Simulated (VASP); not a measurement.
# Zr2TiB2 (Pm) in VASP: further runs, part 2 of 2

VASP 6.6.1. The steps go on from the part before.

### 3 Relaxation of cell and atoms, PBE

Contents of INCAR:

```
PREC     = Accurate       # precision mode
ENCUT    = 600            # plane-wave cutoff, eV
EDIFF    = 1E-6           # SCF threshold, eV
ISMEAR   = 0              # smearing method
SIGMA    = 0.1            # smearing width, eV
LREAL    = False          # projectors in reciprocal space
LASPH    = True           # aspherical terms in the spheres
NELM     = 80             # most SCF steps
ALGO     = Normal         # electronic algorithm
ISIF     = 3              # what is computed and relaxed
LWAVE    = False          # write WAVECAR
LCHARG   = False          # write CHGCAR
GGA      = PE             # functional
IBRION   = 2              # ionic algorithm
NSW      = 90             # ionic steps
EDIFFG   = -0.04          # ionic threshold
```

Contents of KPOINTS:

```
Automatic mesh
0
Gamma
  6 2 6
```

Contents of POSCAR:

```
Zr2TiB2
1.0
    3.1301136225      0.0000000000      0.0000000000
    0.0000000000      8.4907626907      0.0000000000
   -1.5433311038      0.0000000000      2.7288998640
Zr Ti B
2 1 2
Direct
    0.6291204926      0.2076303862      0.5706316043
    0.6291204926      0.7923696138      0.5706316043
    0.9734826626      0.5000000000      0.2014508694
    0.3000692264      0.0000000000      0.9124989672
    0.9691551942      0.0000000000      0.2434454006
```

Potentials or basis: VASP PAW PBE potentials, release 64 (Zr_sv, Ti_sv, B).

The run is started by

```bash
$ cat potpaw_PBE.64/Zr_sv/POTCAR potpaw_PBE.64/Ti_sv/POTCAR potpaw_PBE.64/B/POTCAR > POTCAR
$ mpirun -np 1 vasp_std > vasp.out
```

OUTCAR:

```text
PREC = Accurate
   ENCUT = 600
   EDIFF = 1E-6
   ISMEAR = 0
   LREAL = False
   LASPH = True
   NELM = 80
   ISIF = 3
   GGA = PE
   IBRION = 2
   NSW = 90
   EDIFFG = -0.04

 ion  position               nearest neighbor table
   1  0.629  0.208  0.571-   4 2.52   5 2.52   5 2.52   4 2.53   4 2.54   5 2.55   3 3.02   3 3.06
                             3 3.15   2 3.53
   2  0.629  0.792  0.571-   4 2.52   5 2.52   5 2.52   4 2.53   4 2.54   5 2.55   3 3.02   3 3.06
                             3 3.15   1 3.53
   3  0.973  0.500  0.201-   1 3.02   2 3.02   1 3.06   2 3.06   1 3.15   2 3.15
   4  0.300  0.000  0.912-   5 1.79   5 1.82   5 1.83   1 2.52   2 2.52   1 2.53   2 2.53   1 2.54
                             2 2.54
   5  0.969  0.000  0.243-   4 1.79   4 1.82   4 1.83   2 2.52   1 2.52   1 2.52   2 2.52   2 2.55
                             1 2.55

  LATTYP: Found a simple monoclinic cell.
 ALAT       =     3.1301136225
 B/A-ratio  =     2.7126052644
 C/A-ratio  =     1.0015886192
 COS(beta)  =    -0.4922770905

  Lattice vectors:

 A1 = (   3.1301136225,   0.0000000000,   0.0000000000)
 A2 = (   0.0000000000,   8.4907626907,   0.0000000000)
 A3 = (  -1.5433311038,   0.0000000000,   2.7288998640)

Analysis of symmetry for initial positions (statically):
=====================================================================
 Subroutine PRICEL returns:
 Original cell was already a primitive cell.

 Routine SETGRP: Setting up the symmetry group for a
 simple monoclinic supercell.

 Subroutine GETGRP returns: Found  2 space group operations
 (whereof  2 operations were pure point group operations)
 out of a pool of  4 trial point group operations.

The static configuration has the point symmetry C_1h.

Analysis of symmetry for dynamics (positions and initial velocities):
=====================================================================
 Subroutine PRICEL returns:
[... 150 lines left out ...]
  volume of cell :       72.53
 maximum number of plane-waves:      2444
 NGX is ok and might be reduce to    28
   NGX = 13   NGY = 33   NGZ = 13

--------------------------------------- Ionic step        1  -------------------------------------------

 number of electron      42.0000001 magnetization

 Free energy of the ion-electron system (eV)
  ---------------------------------------------------
  ext. energy  EPLUGINS =         0.00000000
  ---------------------------------------------------
  free energy    TOTEN  =       -40.93928292 eV

  energy without entropy =      -40.91908314  energy(sigma->0) =      -40.92918303

------------------------ aborting loop because EDIFF is reached ----------------------------------------

  FORCE on cell =-STRESS in cart. coord.  units (eV):
  Direction    XX          YY          ZZ          XY          YZ          ZX
  --------------------------------------------------------------------------------------
  -------------------------------------------------------------------------------------
  Total        1.0977310      0.4598146      0.9888894      0.0000000      0.0000000     -0.1168246
  in kB       24.2500204     10.1577836     21.8455968      0.0000000      0.0000000     -2.5807775
  external PRESSURE =      18.7511336 kB  Pullay stress =       0.0000000 kB
[... 98 lines left out ...]
  FREE ENERGIE OF THE ION-ELECTRON SYSTEM (eV)
  ---------------------------------------------------
  free  energy   TOTEN  =       -40.9481935049 eV

  energy  without entropy=      -40.9273575305  energy(sigma->0) =      -40.93777552

[... ionic steps 4 to 8 ...]

--------------------------------------- Ionic step        9  -------------------------------------------

 number of electron      42.0000000 magnetization

------------------------ aborting loop because EDIFF is reached ----------------------------------------
[... 73 lines left out ...]
--------------------------------------- Ionic step       11  -------------------------------------------

 number of electron      42.0000001 magnetization

 Free energy of the ion-electron system (eV)
  ---------------------------------------------------
  ext. energy  EPLUGINS =         0.00000000
  ---------------------------------------------------
  free energy    TOTEN  =       -40.95831213 eV

  energy without entropy =      -40.93258421  energy(sigma->0) =      -40.94544817

 E-fermi :   8.8490     XC(G=0): -11.5991

 val. band max:        8.8485730921   @ k =   0.0000   0.0000   0.1667
 cond. band min:       8.8506767166   @ k =   0.0000   0.5000   0.1667
 fundamental gap:      0.0021036245
 Fermi energy:         8.8489675083

 k-point     1 :       0.0000    0.0000    0.0000
  band No.  band energies     occupation
      1     -48.1531      2.00000
      2     -39.5713      2.00000
      3     -39.5615      2.00000
      4     -24.4133      2.00000
      5     -24.2413      2.00000
      6     -24.2405      2.00000
[... 661 lines left out ...]
     24       9.6517      0.00000
     25      11.3302      0.00000

 [... further k-points ...]
[... 5 lines left out ...]
  --------------------------------------------------------------------------------------
  -------------------------------------------------------------------------------------
  Total       -0.1060885     -0.1840638     -0.0921127      0.0000000      0.0000000     -0.0024717
  in kB       -2.3045965     -3.9984808     -2.0009961      0.0000000      0.0000000     -0.0536946
  external PRESSURE =      -2.7680245 kB  Pullay stress =       0.0000000 kB
[... 20 lines left out ...]
  FREE ENERGIE OF THE ION-ELECTRON SYSTEM (eV)
  ---------------------------------------------------
  free  energy   TOTEN  =       -40.9583121324 eV

  energy  without entropy=      -40.9325842114  energy(sigma->0) =      -40.94544817

 reached required accuracy - stopping structural energy minimisation
```

OSZICAR:

```text
N       E                     dE             d eps       ncg     rms          rms(c)
DAV:   1     0.524411336944E+03    0.52441E+03   -0.23667E+04  2000   0.199E+03
DAV:   2     0.151838821970E+02   -0.50923E+03   -0.50362E+03  2086   0.562E+02
[... 108 lines left out ...]
DAV:   2    -0.409673094769E+02   -0.15420E-01   -0.24997E-01  2629   0.290E+00    0.627E-01
DAV:   3    -0.409594845256E+02    0.78250E-02   -0.93950E-02  2809   0.114E+00    0.288E-01
DAV:   4    -0.409582342078E+02    0.12503E-02   -0.77795E-03  3066   0.547E-01    0.826E-02
DAV:   5    -0.409582778273E+02   -0.43619E-04   -0.56676E-04  2699   0.122E-01    0.511E-02
DAV:   6    -0.409583082068E+02   -0.30379E-04   -0.89887E-05  3032   0.470E-02    0.206E-02
DAV:   7    -0.409583124836E+02   -0.42768E-05   -0.35582E-05  3208   0.325E-02    0.695E-03
DAV:   8    -0.409583121324E+02    0.35125E-06   -0.22878E-06  1751   0.953E-03
  11 F= -.40958312E+02 E0= -.40945448E+02  d E =-.939304E-03
```

CONTCAR:

```text
Zr2TiB2
   1.00000000000000
     3.1592199398085121    0.0000000000000000   -0.0106093852711905
     0.0000000000000000    8.5315971878909664    0.0000000000000000
    -1.5669532431392044    0.0000000000000000    2.7416255117333250
  Zr              Ti              B
     2     1     2
Direct
     0.6323267951000056    0.2059197741071379    0.5665065924667082
     0.6323267951000056    0.7940802258928620    0.5665065924667082
     0.9705825764292972    0.5000000000000000    0.2315798595799038
     0.2996267237943134    0.0000000000000000    0.9002340670240675
     0.9660851779763777    0.0000000000000000    0.2338313342626093

  0.00000000E+00  0.00000000E+00  0.00000000E+00
  0.00000000E+00  0.00000000E+00  0.00000000E+00
  0.00000000E+00  0.00000000E+00  0.00000000E+00
  0.00000000E+00  0.00000000E+00  0.00000000E+00
  0.00000000E+00  0.00000000E+00  0.00000000E+00
```

Run time: 9.5 min. Hardware: 1 thread of Intel Xeon 6975P-C (Granite Rapids), shared host; peak memory 0.28 GiB.

Results:

| Quantity | Value |
| --- | --- |
| Free energy | -40.9583 eV |
| Relaxed volume | 14.75 Å³/atom |
| Relaxed cell | a = 3.159 Å, b = 8.532 Å, c = 3.158 Å, α = 90.00°, β = 119.94°, γ = 90.00° |
| Space group after relaxing (to 0.1 Å) | P-6m2 (No. 187) |
| Energy gained by relaxing | 3.8 meV/atom |
| Ionic steps | 11 |
| Pressure after relaxing | -0.3 GPa |
| Largest force after relaxing | 0.024 eV/Å |
| Band gap on the k mesh | zero (bands 21 and 22 overlap by 0.97 eV) |

Forces in eV/Å, atoms in the order of the input:
```
Zr   0.012  0.020  0.007
Zr   0.012 -0.020  0.007
Ti  -0.016  0.000  0.004
B   -0.018  0.000 -0.001
B    0.009  0.000 -0.018
```

The path:
```csv
step,energy change (eV),largest force (eV/Å),pressure (GPa),volume (Å³)
1,0.0000,0.2463,1.88,72.53
2,-0.0049,0.1525,-1.87,74.32
3,-0.0089,0.1347,-0.41,73.60
4,-0.0117,0.1265,-0.06,73.49
5,-0.0121,0.1233,0.12,73.44
6,-0.0137,0.1096,0.05,73.50
7,-0.0151,0.1112,-0.11,73.65
8,-0.0164,0.0750,-0.06,73.63
9,-0.0180,0.0441,0.13,73.57
10,-0.0181,0.0616,0.20,73.55
11,-0.0190,0.0240,-0.28,73.75
```

Final structure:
```yaml
crystal:
  lattice:
    - [3.15922, 0.00000, -0.01061]
    - [0.00000, 8.53160, 0.00000]
    - [-1.56695, 0.00000, 2.74163]
  atoms:
    - { symbol: Zr, position: [0.63233, 0.20592, 0.56651] }
    - { symbol: Zr, position: [0.63233, 0.79408, 0.56651] }
    - { symbol: Ti, position: [0.97058, 0.50000, 0.23158] }
    - { symbol: B, position: [0.29963, 0.00000, 0.90023] }
    - { symbol: B, position: [0.96609, 0.00000, 0.23383] }
```

Caveat: the k points lie up to 0.38 Å⁻¹ apart in the final cell, too coarse for converged energies and pressures of a metal.
